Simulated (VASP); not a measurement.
A run of VASP 6.6.1 is set up as follows.

The input INCAR:

```
  ALGO = Normal
  EDIFF = 1E-6
  EDIFFG = -0.04
  ENCUT = 600
  GGA = PE
  IBRION = 2
  ISIF = 3
  ISMEAR = 0
  LASPH = T
  LCHARG = F
  LREAL = F
  LWAVE = F
  NELM = 80
  NSW = 90
  PREC = Accurate
  SIGMA = 0.1
```

KPOINTS

```
k-points
0
Gamma
  6 6 2
```

POSCAR

```
AlP2
1.0
    3.3759913888      0.0000000000      0.0000000000
   -1.6879956944      2.9236943057      0.0000000000
    0.0000000000      0.0000000000     10.6413634935
Al P
2 4
Direct
    0.3333333333      0.6666666667      0.3750000000
    0.6666666667      0.3333333333      0.8750000000
    0.3333333333      0.6666666667      0.0000000000
    0.6666666667      0.3333333333      0.5000000000
    0.0000000000      0.0000000000      0.2500000000
    0.0000000000      0.0000000000      0.7500000000
```

Potentials or basis: VASP PAW PBE potentials, release 64 (Al, P).

Command:

```bash
$ cat potpaw_PBE.64/Al/POTCAR potpaw_PBE.64/P/POTCAR > POTCAR
$ mpirun -np 1 vasp_std > vasp.out
```

(1) Estimate the band gap on the k mesh.

(2) Estimate the relaxed cell.

(3) Predict the space group after relaxing (to 0.05 Å).

(4) Predict the relaxed volume.

Results:

(1) zero (band 13 reaches 9.42 eV, above the bottom of band 14 at 6.95 eV).

(2) a = 3.435 Å, b = 3.435 Å, c = 9.482 Å, α = 90.00°, β = 90.00°, γ = 120.00°.

(3) P6_3mc (No. 186).

(4) 16.15 Å³/atom.
